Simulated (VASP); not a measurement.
A run of VASP 6.6.1 is set up as follows.

INCAR

```
PREC = Accurate
ENCUT = 400
EDIFF = 1E-8
ISMEAR = 0
SIGMA = 0.01
LREAL = F
LASPH = T
NELM = 120
ALGO = Normal
ISIF = 2
LWAVE = F
LCHARG = F
GGA = CA
LEFG = T
ISYM = 0
NBANDS = 8
GGA_COMPAT = F
```

The input KPOINTS:

```
Automatic mesh
0
Gamma
  10 10 9
```

File POSCAR:

```
P
1.0
    4.2729048574      0.0000000000      0.0000000000
    0.0000000000      4.2729048574      0.0000000000
    0.0000000000      0.0000000000      4.3780000000
P
1
Direct
    0.0000000000      0.0000000000      0.0000000000
```

Potentials or basis: VASP PAW LDA potentials, release 64 (P).

Command:

```sh
$ cat potpaw_LDA.64/P/POTCAR > POTCAR
$ mpirun -np 1 vasp_std > vasp.out
```

(1) What does it give for the pressure?

(2) Estimate the band gap on the k mesh.

Results:

(1) -4.2 GPa.

(2) zero (an odd number of electrons rules out a gap without spin polarisation).

Caveat: the cell stands under tension; without QUAD_EFG the Cq values of the log hold for a quadrupole moment of 1 mb, not for the nuclei.
